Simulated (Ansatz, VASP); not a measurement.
## Two plane-wave programs on CaSe

POSCAR

```
CaSe
1.0
    5.0055965840      0.0000000000      0.0000000000
   -2.5027982920      4.3349738028      0.0000000000
    0.0000000000      0.0000000000      5.8757325198
Ca Se
2 2
Direct
    0.3333333333      0.6666666667     -0.0624992790
    0.6666666667      0.3333333333      0.4375007210
    0.3333333333      0.6666666667      0.4374992790
    0.6666666667      0.3333333333      0.9374992790
```

Contents of INCAR.step1:

```
SYSTEM = CaSe
ALGO     = Normal         ! electronic algorithm
EDIFF    = 1E-5           ! SCF threshold, eV
ENCUT    = 400            ! plane-wave cutoff, eV
GGA      = PE             ! functional
GGA_COMPAT= .FALSE.      
ISIF     = 2              ! what is computed and relaxed
ISMEAR   = 0              ! smearing method
LASPH    = .TRUE.         ! aspherical terms in the spheres
LREAL    = .FALSE.        ! projectors in reciprocal space
LWAVE    = .TRUE.         ! write WAVECAR
NBANDS   = 24             ! bands
NELM     = 120            ! most SCF steps
PREC     = Accurate       ! precision mode
SIGMA    = 0.01           ! smearing width, eV
```

INCAR.step2

```
SYSTEM = CaSe
AEXX     = 0.75           ! exact-exchange fraction
ALGO     = Normal         ! electronic algorithm
EDIFF    = 1E-6           ! SCF threshold, eV
ENCUT    = 400            ! plane-wave cutoff, eV
GGA      = PE             ! functional
GGA_COMPAT= .FALSE.      
HFSCREEN = 0.1            ! screening, 1/A
ISIF     = 2              ! what is computed and relaxed
ISMEAR   = 0              ! smearing method
ISTART   = 1            
LASPH    = .TRUE.         ! aspherical terms in the spheres
LCHARG   = .TRUE.         ! write CHGCAR
LELF     = .TRUE.         ! ELF
LHFCALC  = .TRUE.         ! exact exchange
LREAL    = .FALSE.        ! projectors in reciprocal space
LVHAR    = .TRUE.       
LWAVE    = .FALSE.        ! write WAVECAR
NBANDS   = 24             ! bands
NELM     = 120            ! most SCF steps
PREC     = Accurate       ! precision mode
PRECFOCK = Normal       
SIGMA    = 0.01           ! smearing width, eV
```

KPOINTS

```
k-points
0
G
  6 6 2
  0 0 0
```

Input for Ansatz:

```yaml
crystal:
  lattice:
    - [5.005596584, 0.0, 0.0]
    - [-2.502798292, 4.3349738028, 0.0]
    - [0.0, 0.0, 5.8757325198]
  atoms:
    - { symbol: Ca, position: [0.3333333333, 0.6666666667, -0.062499279] }
    - { symbol: Ca, position: [0.6666666667, 0.3333333333, 0.437500721] }
    - { symbol: Se, position: [0.3333333333, 0.6666666667, 0.437499279] }
    - { symbol: Se, position: [0.6666666667, 0.3333333333, 0.937499279] }
kpoints:
  mp_grid: { grid: [6, 6, 2] }
hamiltonian:
  xc: { exchange: pbe, correlation: pbe, exx: { coeff: 0.75, omega: 0.1 } }
scf:
  occupations: { method: fixed }
  n_extra_bands: 5
output:
  forces: true
  stress: true
  eigenvalues: true
```

Alike in both runs: task single point; functional PBE-based screened hybrid with a share of 0.75 of exact exchange and HFSCREEN = 0.1; k mesh 6 × 6 × 2; no spin polarisation.

|  | VASP | Ansatz |
| --- | --- | --- |
| version | VASP 6.6.1 | Ansatz 0.2.0 |
| potentials or method | VASP PAW PBE potentials, release 64 (Ca_sv, Se) | plane waves |
| plane-wave cutoff (eV) | 400 | 420 |
| occupations | gaussian, width 0.01 eV | fixed |
| valence electrons in the cell | 32 | 52 |

```tsv
	VASP	Ansatz	Ansatz less VASP
gap on the k mesh at the Fermi level (eV)	6.28	6.24	-0.034
pressure (GPa)	-0.5	-0.2	+0.23
traceless stress, the component that is largest in VASP (GPa)	-0.07	0.07	+0.130
```

VASP's potentials were made for PBE, not for PBE-based screened hybrid. VASP's potentials hold 32 valence electrons a cell and Ansatz's 52, so a difference there can come from the potentials and not from the codes. Ansatz's warnings: stress exchange threshold loose, stress scf threshold loose, structure snapped to symmetry.

The k mesh is coarse, so the values compare programs but aren't converged.
